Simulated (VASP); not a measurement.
Set up this calculation in VASP 6.6.1, as the native input.

```yaml
Task: single point
Functional: PBE
Potentials_or_basis: VASP PAW PBE potentials, release 64 (Si, O)
Cutoff: 600 eV
k_mesh: 6 × 6 × 6
Occupations: fermi-dirac, width 0.05 eV
Spin: no spin polarisation
Dipole_correction: no
Further_INCAR_settings: ALGO = Normal; EDIFF = 1e-06; NBANDS = 44
```

The structure of SiO2 lies in POSCAR:

```
SiO2
1.0
   -4.5049292956      4.5049292956      2.6363487034
    4.5049292956     -4.5049292956      2.6363487034
    4.5049292956      4.5049292956     -2.6363487034
Si O
4 8
Direct
    0.8230725418      0.8230725418      0.6461450836
    0.1769274582      0.8230725418      0.0000000000
    0.8230725418      0.1769274582      0.0000000000
    0.1769274582      0.1769274582      0.3538549164
    0.0000000000      0.7905336033      0.7905336033
    0.2094663967      0.0000000000      0.2094663967
    0.7905336033      0.0000000000      0.7905336033
    0.0000000000      0.2094663967      0.2094663967
    0.0000000000      0.0000000000      0.5000000000
    0.5000000000      0.0000000000      0.0000000000
    0.0000000000      0.5000000000      0.0000000000
    0.5000000000      0.5000000000      0.5000000000
```

These files were run (other wordings do the same):

INCAR

```
PREC     = Accurate       # precision mode
ENCUT    = 600            # plane-wave cutoff, eV
EDIFF    = 1E-6           # SCF threshold, eV
ISMEAR   = -1             # smearing method
SIGMA    = 0.05           # smearing width, eV
LREAL    = F              # projectors in reciprocal space
LASPH    = T              # aspherical terms in the spheres
NELM     = 120            # most SCF steps
ALGO     = Normal         # electronic algorithm
ISIF     = 2              # what is computed and relaxed
LWAVE    = F              # write WAVECAR
LCHARG   = F              # write CHGCAR
GGA      = PE             # functional
NBANDS   = 44             # bands
GGA_COMPAT= F
```

KPOINTS

```
Automatic mesh
0
Gamma
  6 6 6
```

Potentials or basis: VASP PAW PBE potentials, release 64 (Si, O).

Run with:

```console
$ cat potpaw_PBE.64/Si/POTCAR potpaw_PBE.64/O/POTCAR > POTCAR
$ mpirun -np 1 vasp_std > vasp.out
```

Results of the run:

```
Pressure               : -0.2 GPa
Largest force          : 0.026 eV/Å
Band gap on the k mesh : 5.36 eV
```

Run time: 5.7 min on 1 thread of Oxide Virtual Turin-like Processor, with other jobs on the host, peak memory 0.53 GiB.
